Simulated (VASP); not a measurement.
Here is a VASP 6.6.1 calculation.

File INCAR:

```
SYSTEM = Au
  ALGO = Normal
  EDIFF = 1E-6
  ENCUT = 520
  GGA = PS
  ISIF = 2
  ISMEAR = -1
  LASPH = .True.
  LCHARG = .False.
  LREAL = .False.
  LWAVE = .False.
  NBANDS = 12
  NELM = 80
  PREC = Accurate
  SIGMA = 0.08
```

KPOINTS

```
k-points
0
Gamma
  14 14 14
  0 0 0
```

The input POSCAR:

```
Au
1.0
    2.5009275535      0.0000000000      0.0000000000
    0.0000000000      2.5009275535      0.0000000000
    0.0000000000      0.0000000000      2.5009275535
Au
1
Direct
    0.0000000000      0.0000000000      0.0000000000
```

Potentials or basis: VASP PAW PBE potentials, release 64 (Au).

Run with:

```sh
$ cat potpaw_PBE.64/Au/POTCAR > POTCAR
$ mpirun -np 1 vasp_std > vasp.out
```

Q: Estimate the pressure.

A: 54.5 GPa.

Caveat: the PAW data sets were made with another functional, which shifts forces and pressure a little.
